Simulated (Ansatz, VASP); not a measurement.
Ga2O3 in VASP and in Ansatz

```xyz
20
Lattice="1.3884 0.0000 -5.6400 0.0000 3.0391 0.0000 12.1168 0.0000 0.5691" Properties=species:S:1:pos:R:3 pbc="T T T"
Ga    9.5448    0.0000    3.0769
Ga    4.8053    1.5195   -2.5657
Ga    8.1446    0.0000   -0.2493
Ga    2.0167    1.5195   -0.2518
Ga    4.9197    0.0000    0.3657
Ga   11.0476    1.5195    0.3682
Ga    1.9023    0.0000   -3.1832
Ga    6.6418    1.5195    2.4593
O    10.0115    0.0000    4.8503
O     5.2720    1.5195   -0.7922
O     7.6779    0.0000   -2.0227
O     1.5500    1.5195   -2.0252
O    10.8809    0.0000    1.7729
O     4.7531    1.5195    1.7704
O     6.8084    0.0000    1.0546
O     2.0690    1.5195   -4.5879
O     3.0097    0.0000    0.0364
O     9.1376    1.5195    0.0390
O     3.8123    0.0000   -2.8539
O     8.5518    1.5195    2.7886
```

Alike in both runs: task single point; functional r2SCAN; k mesh 4 × 7 × 2; occupations gaussian, width 0.05 eV; no spin polarisation.

|  | VASP | Ansatz |
| --- | --- | --- |
| version | VASP 6.6.1 | Ansatz 0.2.0 |
| potentials or method | VASP PAW PBE potentials, release 64 (Ga_d, O), cutoff 520 eV | scalar-relativistic, plane waves, PAW |
| valence electrons in the cell | 176 | 176 |

VASP gave:

```
gap on the k mesh at the Fermi level (eV)                     : 2.77
least direct gap on the mesh (eV)                             : 2.77
pressure (GPa)                                                : 1.5
traceless stress, the component that is largest in VASP (GPa) : -4.68
rms of the force components (eV/Å)                            : 0.410
```

Question: Which values does Ansatz return?

Answer: gap on the k mesh at the Fermi level (eV): 2.79; least direct gap on the mesh (eV): 2.79; pressure (GPa): -0.3; traceless stress, the component that is largest in VASP (GPa): -4.62; rms of the force components (eV/Å): 0.409.

VASP's potentials were made for PBE, not for r2SCAN. Atom by atom the forces differ by 0.037 eV/Å (rms over components). The functional is the same, so the differences come from potentials, cutoffs and numerics.
